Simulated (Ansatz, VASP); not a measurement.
One calculation of Si, two programs

Contents of INCAR:

```
SYSTEM = Si
PREC     = Accurate       ! precision mode
ENCUT    = 520            ! plane-wave cutoff, eV
EDIFF    = 1E-6           ! SCF threshold, eV
ISMEAR   = 0              ! smearing method
SIGMA    = 0.05           ! smearing width, eV
LREAL    = .FALSE.        ! projectors in reciprocal space
LASPH    = .TRUE.         ! aspherical terms in the spheres
NELM     = 60             ! most SCF steps
ALGO     = Normal         ! electronic algorithm
ISIF     = 2              ! what is computed and relaxed
LWAVE    = .FALSE.        ! write WAVECAR
LCHARG   = .FALSE.        ! write CHGCAR
GGA      = PE             ! functional
NBANDS   = 11             ! bands
```

Contents of KPOINTS:

```
regular mesh
0
G
  10 10 10
  0 0 0
```

The input POSCAR:

```
Si
1.0
    0.0000000000      2.4886671661      2.9854051324
    2.4886671661      0.0000000000      2.9854051324
    2.4886671661      2.4886671661      0.0000000000
Si
2
Direct
    0.5000000000      0.5000000000      0.5000000000
    0.7500000000      0.7500000000      0.7500000000
```

Input for Ansatz:

```yaml
crystal:
  lattice:
    - [0.0, 2.4886671661, 2.9854051324]
    - [2.4886671661, 0.0, 2.9854051324]
    - [2.4886671661, 2.4886671661, 0.0]
  atoms:
    - { symbol: Si, position: [0.5, 0.5, 0.5] }
    - { symbol: Si, position: [0.75, 0.75, 0.75] }
basis:
  ecutwfc: 420
kpoints:
  mp_grid: { grid: [10, 10, 10] }
hamiltonian:
  xc: pbe
  pseudopotentials: { kind: paw, azcp: { folder: soft_1 } }
scf:
  occupations: { method: gaussian, width: 0.05 }
output:
  forces: true
  stress: true
  eigenvalues: true
```

Alike in both runs: task single point; functional PBE; k mesh 10 × 10 × 10; occupations gaussian, width 0.05 eV; no spin polarisation.

```csv
,VASP,Ansatz
version,VASP 6.6.1,Ansatz 0.2.0
potentials or method,"VASP PAW PBE potentials, release 64 (Si), cutoff 520 eV","scalar-relativistic, plane waves, PAW"
valence electrons in the cell,8,8
```

```tsv
	VASP	Ansatz	Ansatz less VASP
gap on the k mesh at the Fermi level (eV)	none	none	-
pressure (GPa)	9.2	9.3	+0.09
traceless stress, the component that is largest in VASP (GPa)	-14.31	-14.27	+0.038
```

A gap of «none» marks a metal or a gap that the smearing closes.
